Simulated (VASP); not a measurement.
# Cd5O2 (R-3m) in VASP: single point with PBE

Aim: the single point of Cd5O2 with PBE.

All numbers are computed with VASP 6.6.1; they aren't measurements. Logs are shortened: lines on timing, memory, paths and dates and some standing lists are left out, and cuts for length are marked.

### Step 1. The cell of the first run

It takes space group R-3m (No. 166, trigonal). Conventional cell: a = 3.340 Å, b = 3.340 Å, c = 38.609 Å, α = 90.00°, β = 90.00°, γ = 120.00°. Within 3.2 Å of Cd (site symmetry 3m) lie 3 O at 2.39 Å and 3 Cd at 3.07 Å. Cd (site symmetry 3m) has 3 O at 2.41 Å and 3 Cd at 3.05 Å within 3.2 Å. Cd (site symmetry -3m) has 12 Cd at 3.07 to 3.34 Å and 2 O at 3.80 Å within 4.0 Å. Within 3.2 Å of O (site symmetry 3m) lie 6 Cd at 2.39 to 2.41 Å.

### Step 2. Single point, PBE

Input file INCAR:

```
PREC = Accurate ; ENCUT = 520
EDIFF = 1E-7 ; ISMEAR = 0
SIGMA = 0.2 ; LREAL = False
LASPH = True ; NELM = 60
ALGO = Normal ; ISIF = 2
LWAVE = False ; LCHARG = False
GGA = PE ; NBANDS = 45
```

Input file KPOINTS:

```
regular mesh
0
Gamma
  6 6 6
```

Input file POSCAR:

```
Cd5O2
1.0
    1.6698825504      0.9641071415     12.8695300896
   -1.6698825504      0.9641071415     12.8695300896
    0.0000000000     -1.9282142785     12.8695300899
Cd O
5 2
Direct
    0.6049230551      0.6049230551      0.6049230551
    0.1972186216      0.1972186216      0.1972186216
    0.8027813784      0.8027813784      0.8027813784
    0.3950769449      0.3950769449      0.3950769449
    0.0000000000      0.0000000000      0.0000000000
    0.9014792978      0.9014792978      0.9014792978
    0.0985207022      0.0985207022      0.0985207022
```

Potentials or basis: VASP PAW PBE potentials, release 64 (Cd, O).

On the command line:

```console
$ cat potpaw_PBE.64/Cd/POTCAR potpaw_PBE.64/O/POTCAR > POTCAR
$ mpirun -np 1 vasp_std > vasp.out
```

OUTCAR:

```text
PREC = Accurate
   ENCUT = 520
   EDIFF = 1E-7
   ISMEAR = 0
   LREAL = False
   LASPH = True
   NELM = 60
   ISIF = 2
   GGA = PE

 ion  position               nearest neighbor table
   1  0.605  0.605  0.605-   6 2.39   6 2.39   6 2.39   5 3.07   5 3.07   5 3.07   2 3.46   2 3.46
                             2 3.46
   2  0.197  0.197  0.197-   6 2.41   6 2.41   6 2.41   3 3.05   3 3.05   3 3.05   1 3.46   1 3.46
                             1 3.46
   3  0.803  0.803  0.803-   7 2.41   7 2.41   7 2.41   2 3.05   2 3.05   2 3.05   4 3.46   4 3.46
                             4 3.46
   4  0.395  0.395  0.395-   7 2.39   7 2.39   7 2.39   5 3.07   5 3.07   5 3.07   3 3.46   3 3.46
                             3 3.46
   5  0.000  0.000  0.000-   1 3.07   1 3.07   4 3.07   4 3.07   1 3.07   4 3.07
   6  0.901  0.901  0.901-   1 2.39   1 2.39   1 2.39   2 2.41   2 2.41   2 2.41
   7  0.099  0.099  0.099-   4 2.39   4 2.39   4 2.39   3 2.41   3 2.41   3 2.41

  LATTYP: Found a trigonal (rhomboedric) cell.
 ALAT       =    13.0131785141
 COS(alpha) =     0.9670667134

  Lattice vectors:

 A1 = (   1.6698825504,   0.9641071415,  12.8695300896)
 A2 = (  -1.6698825504,   0.9641071415,  12.8695300896)
 A3 = (   0.0000000000,  -1.9282142785,  12.8695300899)

Analysis of symmetry for initial positions (statically):
=====================================================================
 Subroutine PRICEL returns:
 Original cell was already a primitive cell.

 Routine SETGRP: Setting up the symmetry group for a
 trigonal (rhombohedral) supercell.

 Subroutine GETGRP returns: Found 12 space group operations
 (whereof 12 operations were pure point group operations)
 out of a pool of 12 trial point group operations.

The static configuration has the point symmetry D_3d.

Analysis of symmetry for dynamics (positions and initial velocities):
=====================================================================
 Subroutine PRICEL returns:
 Original cell was already a primitive cell.

 Routine SETGRP: Setting up the symmetry group for a
 trigonal (rhombohedral) supercell.

 Subroutine GETGRP returns: Found 12 space group operations
 (whereof 12 operations were pure point group operations)
 out of a pool of 12 trial point group operations.

The dynamic configuration has the point symmetry D_3d.

 Subroutine INISYM returns: Found 12 space group operations
 (whereof 12 operations are pure point group operations),
 and found     1 'primitive' translations

[... 111 lines left out ...]
   ISYM   =      2    0-nonsym 1-usesym 2-fastsym
   POTIM  = 0.5000    time-step for ionic-motion
   TEBEG  =    0.0;   TEEND  =   0.0 temperature during run
   PSTRESS=    0.0 pullay stress
   NELECT =      72.0000    total number of electrons
   NUPDOWN=      -1.0000    fix difference up-down
   EMIN   =  10.00;   EMAX   =-10.00  energy-range for DOS
   EFERMI =   0.00;   METHOD = LEGACY
   ISMEAR =     0;   SIGMA  =   0.20  broadening in eV -4-tet -1-fermi 0-gaus
   EFERMI_NEDOS =   21; number of points for ismear=-14 and -15
   IALGO  =     38    algorithm
   IMIX   =      4    mixing-type and parameters
     AMIX     =   0.40;   BMIX     =  1.00
     AMIX_MAG =   1.60;   BMIX_MAG =  1.00
  volume/ion in A,a.u.               =      17.76       119.85
  Fermi-wavevector in a.u.,A,eV,Ry     =   1.364616  2.578751 25.336471  1.862178
  Thomas-Fermi vector in A             =   2.490917
   LORBIT       =      0    0 simple, 1 ext, 2 COOP (PROOUT), +10 PAW based schemes
   GGA     = PE    functional components
   LHFCALC =     F    Hartree Fock is set to
   AEXX    =    0.0000 exact exchange contribution
   IVDW    =     0    specifies the selected vdW correction
   LEPSILON=     F    determine dielectric tensor
   LRPA    =     F    only Hartree local field effects (RPA)
 non-spin polarized calculation
 Gauss-broadening in eV      SIGMA  =   0.20
  energy-cutoff  :      520.00
  volume of cell :      124.32
 maximum number of plane-waves:      3369
 NGX is ok and might be reduce to    98
   NGX = 49   NGY = 49   NGZ = 49

 number of electron      72.0000010 magnetization

 Free energy of the ion-electron system (eV)
  ---------------------------------------------------
  ext. energy  EPLUGINS =         0.00000000
  ---------------------------------------------------
  free energy    TOTEN  =       -17.04940760 eV

  energy without entropy =      -16.99623066  energy(sigma->0) =      -17.02281913

 E-fermi :   2.6920     XC(G=0): -10.9918

 val. band max:        2.6590841645   @ k =  -0.3333   0.5000   0.1667
 cond. band min:       2.6948352737   @ k =   0.0000   0.0000   0.0000
 fundamental gap:      0.0357511092
 Fermi energy:         2.6919679897

 k-point     1 :       0.0000    0.0000    0.0000
  band No.  band energies     occupation
      1     -15.5204      2.00000
      2     -15.5100      2.00000
      3      -6.5077      2.00000
      4      -6.4022      2.00000
      5      -6.2180      2.00000
      6      -6.2180      2.00000
[... 1141 lines left out ...]
     44       8.2162      0.00000
     45       8.6187      0.00000

 [... further k-points ...]

------------------------ aborting loop because EDIFF is reached ----------------------------------------

  FORCE on cell =-STRESS in cart. coord.  units (eV):
  Direction    XX          YY          ZZ          XY          YZ          ZX
  --------------------------------------------------------------------------------------
  -------------------------------------------------------------------------------------
  Total        0.6330326      0.6330326      0.1770550      0.0000000     -0.0000000      0.0000000
  in kB        8.1585216      8.1585216      2.2818843      0.0000000     -0.0000000      0.0000000
  external PRESSURE =       6.1996425 kB  Pullay stress =       0.0000000 kB

 VOLUME and BASIS-vectors are now :
 -----------------------------------------------------------------------------
  energy-cutoff  :      520.00
  volume of cell :      124.32
      direct lattice vectors                 reciprocal lattice vectors
     1.669882550  0.964107141 12.869530090     0.299422256  0.172871520  0.025900972
    -1.669882550  0.964107141 12.869530090    -0.299422256  0.172871520  0.025900972
     0.000000000 -1.928214279 12.869530090     0.000000000 -0.345743040  0.025900972

 POSITION                                       TOTAL-FORCE (eV/Angst)
 -----------------------------------------------------------------------------------
      0.00000      0.00000     23.35523         0.000000      0.000000      0.051655
      0.00000      0.00000      7.61433         0.000000     -0.000000     -0.111176
      0.00000      0.00000     30.99426         0.000000      0.000000      0.111176
      0.00000      0.00000     15.25336         0.000000     -0.000000     -0.051655
      0.00000      0.00000      0.00000         0.000000     -0.000000     -0.000000
      0.00000      0.00000     34.80484         0.000000      0.000000      0.028814
      0.00000      0.00000      3.80375         0.000000     -0.000000     -0.028814
 -----------------------------------------------------------------------------------
    total drift:                               -0.000000      0.000000     -0.000000

  FREE ENERGIE OF THE ION-ELECTRON SYSTEM (eV)
  ---------------------------------------------------
  free  energy   TOTEN  =       -17.0494076048 eV

  energy  without entropy=      -16.9962306565  energy(sigma->0) =      -17.02281913
```

Wall time 31 min (1 thread of Intel Xeon 6975P-C (Granite Rapids), shared host); peak memory 1.6 GiB.

Results:

- Free energy: -17.0494 eV
- Pressure: 0.6 GPa
- Largest force: 0.111 eV/Å
- Band gap on the k mesh: zero (bands 36 and 37 overlap by 1.39 eV)

Forces on the atoms (eV/Å):
```
Cd   0.000  0.000  0.052
Cd   0.000  0.000 -0.111
Cd   0.000  0.000  0.111
Cd   0.000  0.000 -0.052
Cd   0.000  0.000  0.000
O    0.000  0.000  0.029
O    0.000  0.000 -0.029
```

Stress tensor (GPa, compression positive):
```
0.82 0.00 0.00
0.00 0.82 0.00
0.00 0.00 0.23
```

Caveat: the k points lie up to 0.36 Å⁻¹ apart, too coarse for converged energies and pressures of a metal.

The gap in the log of VASP goes by the Fermi energy; the results here count the filled bands.